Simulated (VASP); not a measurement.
# Mg2C (Immm) in VASP: single point with PBE

Aim: the single point of Mg2C with PBE.

Everything below comes from runs of VASP 6.6.1. Logs are shortened: lines on timing, memory, paths and dates and some standing lists are left out, and cuts for length are marked.

### Step 1. The cell of the first run

It takes space group Immm (No. 71, orthorhombic). The conventional cell has a = 3.791 Å, b = 3.876 Å, c = 5.422 Å, α = 90.00°, β = 90.00°, γ = 90.00°. C (site symmetry mmm) has 8 Mg at 2.33 to 2.37 Å within 3.1 Å. Mg (site symmetry mm2) has 4 C at 2.33 to 2.37 Å and 6 Mg at 2.71 Å within 3.1 Å.

### Step 2. Single point, PBE (shear xy strain -2.2%)

INCAR reads:

```
SYSTEM = Mg2C
PREC = Accurate
ENCUT = 840
EDIFF = 1E-6
ISMEAR = -1
SIGMA = 0.02
LREAL = .FALSE.
LASPH = .TRUE.
NELM = 120
ALGO = Normal
ISIF = 2
LWAVE = .FALSE.
LCHARG = .FALSE.
GGA = PE
NBANDS = 19
GGA_COMPAT = .FALSE.
```

KPOINTS reads:

```
regular mesh
0
G
  8 8 8
  0 0 0
```

POSCAR reads:

```
Mg2C
1.0
   -0.0300914631      2.7109426181      2.7109426181
    2.7109426181     -0.0300914631      2.7109426181
    2.6808511551      2.6808511551      0.0000000000
C Mg
1 2
Direct
    0.0000000000      0.0000000000      0.0000000000
    0.2496265951      0.2496265951      0.2503734049
    0.7503734049      0.7503734049      0.7496265951
```

Potentials or basis: VASP PAW PBE potentials, release 64 (C, Mg_sv).

Command:

```sh
> cat potpaw_PBE.64/C/POTCAR potpaw_PBE.64/Mg_sv/POTCAR > POTCAR
> mpirun -np 1 vasp_std > vasp.out
```

OUTCAR:

```text
SYSTEM = Mg2C
   PREC = Accurate
   ENCUT = 840
   EDIFF = 1E-6
   ISMEAR = -1
   LREAL = .FALSE.
   LASPH = .TRUE.
   NELM = 120
   ISIF = 2
   GGA = PE

 ion  position               nearest neighbor table
   1  0.000  0.000  0.000-
   2  0.250  0.250  0.250-
   3  0.750  0.750  0.750-

  LATTYP: Found a body centered orthorhombic cell.
 ALAT       =     3.7912960622
 B/A-ratio  =     1.0224491860
 C/A-ratio  =     1.4300875340

  Lattice vectors:

 A1 = (   0.0300914631,  -2.7109426181,  -2.7109426181)
 A2 = (  -0.0300914630,   2.7109426182,  -2.7109426181)
 A3 = (   2.7109426181,  -0.0300914631,   2.7109426181)

Analysis of symmetry for initial positions (statically):
=====================================================================
 Subroutine PRICEL returns:
 Original cell was already a primitive cell.

 Routine SETGRP: Setting up the symmetry group for a
 body centered orthorhombic supercell.

 Subroutine GETGRP returns: Found  8 space group operations
 (whereof  8 operations were pure point group operations)
 out of a pool of  8 trial point group operations.

The static configuration has the point symmetry D_2h.

Analysis of symmetry for dynamics (positions and initial velocities):
=====================================================================
 Subroutine PRICEL returns:
 Original cell was already a primitive cell.

 Routine SETGRP: Setting up the symmetry group for a
 body centered orthorhombic supercell.

 Subroutine GETGRP returns: Found  8 space group operations
 (whereof  8 operations were pure point group operations)
 out of a pool of  8 trial point group operations.

The dynamic configuration has the point symmetry D_2h.

 Subroutine INISYM returns: Found  8 space group operations
 (whereof  8 operations are pure point group operations),
 and found     1 'primitive' translations

----------------------------------------------------------------------------------------

                                     Primitive cell

  volume of cell :      39.8417

  direct lattice vectors                    reciprocal lattice vectors
    -0.030091463  2.710942618  2.710942618    -0.182412909  0.182412909  0.184437692
     2.710942618 -0.030091463  2.710942618     0.182412909 -0.182412909  0.184437692
[... 81 lines left out ...]
   ISPIN  =      1    spin polarized calculation?
   LNONCOLLINEAR =      F non collinear calculations
   LSORBIT =      F    spin-orbit coupling
   LASPH  =      T    aspherical Exc in radial PAW
   ENCUT  =  840.0 eV  61.74 Ry    7.86 a.u.   9.06  9.06  8.96*2*pi/ulx,y,z
   NELM   =    120;   NELMIN=  2; NELMDL= -5     # of ELM steps
   EDIFF  = 0.1E-05   stopping-criterion for ELM
   LREAL  =      F    real-space projection
   EDIFFG = 0.1E-04   stopping-criterion for IOM
   NSW    =      0    number of steps for IOM
   IBRION =     -1    ionic relax: 0-MD 1-quasi-New 2-CG
   NFREE  =      0    steps in history (QN), initial steepest desc. (CG)
   ISIF   =      2    stress and relaxation
   ISYM   =      2    0-nonsym 1-usesym 2-fastsym
   POTIM  = 0.5000    time-step for ionic-motion
   TEBEG  =    0.0;   TEEND  =   0.0 temperature during run
   PSTRESS=    0.0 pullay stress
   NELECT =      24.0000    total number of electrons
   NUPDOWN=      -1.0000    fix difference up-down
   EMIN   =  10.00;   EMAX   =-10.00  energy-range for DOS
   EFERMI =   0.00;   METHOD = LEGACY
   ISMEAR =    -1;   SIGMA  =   0.02  broadening in eV -4-tet -1-fermi 0-gaus
   EFERMI_NEDOS =   21; number of points for ismear=-14 and -15
   IALGO  =     38    algorithm
   IMIX   =      4    mixing-type and parameters
     AMIX     =   0.40;   BMIX     =  1.00
     AMIX_MAG =   1.60;   BMIX_MAG =  1.00
  volume/ion in A,a.u.               =      13.28        89.62
  Fermi-wavevector in a.u.,A,eV,Ry     =   1.382609  2.612752 26.009007  1.911608
  Thomas-Fermi vector in A             =   2.507284
   LORBIT       =      0    0 simple, 1 ext, 2 COOP (PROOUT), +10 PAW based schemes
   GGA     = PE    functional components
   LHFCALC =     F    Hartree Fock is set to
   AEXX    =    0.0000 exact exchange contribution
   IVDW    =     0    specifies the selected vdW correction
   LEPSILON=     F    determine dielectric tensor
   LRPA    =     F    only Hartree local field effects (RPA)
 non-spin polarized calculation
  energy-cutoff  :      840.00
  volume of cell :       39.84
 maximum number of plane-waves:      2224
   NGX = 19   NGY = 19   NGZ = 17

 number of electron      23.9999994 magnetization

 Free energy of the ion-electron system (eV)
  ---------------------------------------------------
  ext. energy  EPLUGINS =         0.00000000
  ---------------------------------------------------
  free energy    TOTEN  =       -11.46428780 eV

  energy without entropy =      -11.46428780  energy(sigma->0) =      -11.46428780

 E-fermi :   3.8848     XC(G=0): -10.2330

 val. band max:        3.5433699436   @ k =   0.0000   0.0000   0.0000
 cond. band min:       4.2322665015   @ k =   0.5000   0.5000   0.0000
 fundamental gap:      0.6888965579
 Fermi energy:         3.8848252194

 k-point     1 :       0.0000    0.0000    0.0000
  band No.  band energies     occupation
      1     -71.0915      2.00000
      2     -71.0636      2.00000
      3     -37.8792      2.00000
      4     -37.8747      2.00000
      5     -37.8702      2.00000
      6     -37.8016      2.00000
[... 505 lines left out ...]
      6     -37.8303      2.00000
[... 11 lines left out ...]
     18      13.4484      0.00000
     19      14.6689      0.00000

 [... further k-points ...]

------------------------ aborting loop because EDIFF is reached ----------------------------------------

  FORCE on cell =-STRESS in cart. coord.  units (eV):
  Direction    XX          YY          ZZ          XY          YZ          ZX
  --------------------------------------------------------------------------------------
  -------------------------------------------------------------------------------------
  Total        0.4462602      0.4462602      0.4389544      0.3178487     -0.0000000     -0.0000000
  in kB       17.9457366     17.9457366     17.6519417     12.7818458     -0.0000000     -0.0000000
  external PRESSURE =      17.8478050 kB  Pullay stress =       0.0000000 kB

 VOLUME and BASIS-vectors are now :
 -----------------------------------------------------------------------------
  energy-cutoff  :      840.00
  volume of cell :       39.84
      direct lattice vectors                 reciprocal lattice vectors
    -0.030091463  2.710942618  2.710942618    -0.182412909  0.182412909  0.184437692
     2.710942618 -0.030091463  2.710942618     0.182412909 -0.182412909  0.184437692
     2.680851155  2.680851155  0.000000000     0.186507930  0.186507930 -0.184437692

 POSITION                                       TOTAL-FORCE (eV/Angst)
 -----------------------------------------------------------------------------------
      0.00000      0.00000      0.00000         0.000000      0.000000      0.000000
      1.34043      1.34043      1.35345        -0.000000     -0.000000      0.008648
      4.02128      4.02128      4.06844         0.000000      0.000000     -0.008648
 -----------------------------------------------------------------------------------
    total drift:                               -0.000000     -0.000000      0.000000

  FREE ENERGIE OF THE ION-ELECTRON SYSTEM (eV)
  ---------------------------------------------------
  free  energy   TOTEN  =       -11.4642878008 eV

  energy  without entropy=      -11.4642878006  energy(sigma->0) =      -11.46428780
```

Run time: 45 s. Hardware: 1 thread of Intel Xeon 6975P-C (Granite Rapids), shared host; peak memory 0.28 GiB.

Results:

- Free energy: -11.4643 eV
- Pressure: 1.8 GPa
- Largest force: 0.009 eV/Å
- Band gap on the k mesh: 0.69 eV (least direct gap 1.45 eV)

Forces on the atoms (eV/Å):
```
C    0.000  0.000  0.000
Mg   0.000  0.000  0.009
Mg   0.000  0.000 -0.009
```

Caveat: the cell differs from its parent crystal (shear xy strain -2.2%); the structure was generated, so it needn't be the stable form of Mg2C; semilocal functionals underestimate gaps, and a narrow one can read as zero. A k mesh can miss the band edges.
